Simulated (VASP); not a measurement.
A run of VASP 6.6.1:

The input INCAR:

```
PREC = Accurate
ENCUT = 520
EDIFF = 1E-6
ISMEAR = 0
SIGMA = 0.1
LREAL = F
LASPH = T
NELM = 100
ALGO = Normal
ISIF = 2
LWAVE = F
LCHARG = F
GGA = PS
NBANDS = 21
```

File KPOINTS:

```
Automatic mesh
0
Gamma
  12 12 12
```

File POSCAR:

```
Sn
1.0
    0.0000000000      3.1675810078      3.1675810078
    3.1675810078      0.0000000000      3.1675810078
    3.1675810078      3.1675810078      0.0000000000
Sn
2
Direct
    0.0000000000      0.0000000000      0.0000000000
    0.2500000000      0.2500000000      0.2500000000
```

Potentials or basis: VASP PAW PBE potentials, release 64 (Sn_d).

Command:

```bash
$ cat potpaw_PBE.64/Sn_d/POTCAR > POTCAR
$ mpirun -np 1 vasp_std > vasp.out
```

Hardware: 1 thread of Intel Xeon 6975P-C, on a shared host.

Q: How long does it take, and how much memory?

A: Wall time 60 s on 1 thread of Intel Xeon 6975P-C (shared host), peak memory 0.24 GiB. Counts: scf iterations 12, k points 72.
